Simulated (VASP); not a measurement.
Crystal: Zn.

```
Zn
1.0
    -1.59358    1.77662    1.74602
     1.50392   -1.50664    1.38638
     1.54411    1.45717   -1.47605
Zn
1
Direct
  0.00000 0.00000 0.00000
```

| Property | Result |
| --- | --- |
| Program | VASP 6.6.1 |
| Task | relaxation of cell and atoms |
| Functional | LDA |
| Potentials or basis | VASP PAW LDA potentials, release 64 (Zn) |
| Cutoff | 600 eV |
| k mesh | 11 × 12 × 12 |
| Occupations | fermi-dirac, width 0.05 eV |
| Spin | no spin polarisation |

At the start: pressure -5.6 GPa; volume 15.31 Å³/atom.

Problem. Where does the relaxation end?

Solution. Over 34 steps the energy falls by 112.2 meV/atom and the volume is 13.91 Å³/atom (-9.1 %); space group P-1 (No. 2, to 0.1 Å) before, Immm (No. 71, to 0.1 Å).

The path:
```
step  energy change (eV)  largest force (eV/Å)  pressure (GPa)  volume (Å³)
   1              0.0000                0.0000           -5.62        15.31
   2             -0.0353                0.0000           -0.71        14.15
   3             -0.0378                0.0000            1.59        13.80
   4             -0.0526                0.0000            1.64        13.72
   5             -0.0670                0.0000            2.08        13.56
   6             -0.0720                0.0000            6.97        13.13
   7             -0.0790                0.0000            5.97        13.24
   8             -0.0832                0.0000            4.88        13.40
   9             -0.0906                0.0000            3.80        13.53
  10             -0.1018                0.0000            0.77        13.85
  11             -0.0963                0.0000           -4.00        14.50
  12             -0.1037                0.0000           -1.20        14.08
  13             -0.1037                0.0000           -1.03        14.06
  14             -0.1055                0.0000           -0.93        14.03
  15             -0.1099                0.0000           -0.19        13.93
  16             -0.1076                0.0000            1.60        13.72
  17             -0.1109                0.0000            0.46        13.85
  18             -0.1116                0.0000            0.25        13.89
  19             -0.1119                0.0000           -0.32        13.96
  20             -0.1119                0.0000           -0.26        13.94
  21             -0.1121                0.0000           -0.06        13.91
  22             -0.1121                0.0000            0.09        13.89
  23             -0.1121                0.0000            0.20        13.89
  24             -0.1121                0.0000            0.07        13.90
  25             -0.1121                0.0000           -0.06        13.90
  26             -0.1121                0.0000            0.00        13.90
  27             -0.1121                0.0000            0.09        13.90
  28             -0.1121                0.0000            0.06        13.90
  29             -0.1121                0.0000            0.01        13.90
  30             -0.1122                0.0000           -0.07        13.92
  31             -0.1122                0.0000           -0.23        13.95
  32             -0.1122                0.0000           -0.16        13.93
  33             -0.1122                0.0000           -0.08        13.92
  34             -0.1122                0.0000            0.01        13.91
```

Final structure:
```yaml
crystal:
  lattice:
    - [-1.26199, 1.75185, 1.53059]
    - [1.24816, -1.79973, 1.59735]
    - [1.27952, 1.76873, -1.61310]
  atoms:
    - { symbol: Zn, position: [0.00000, 0.00000, 0.00000] }
```
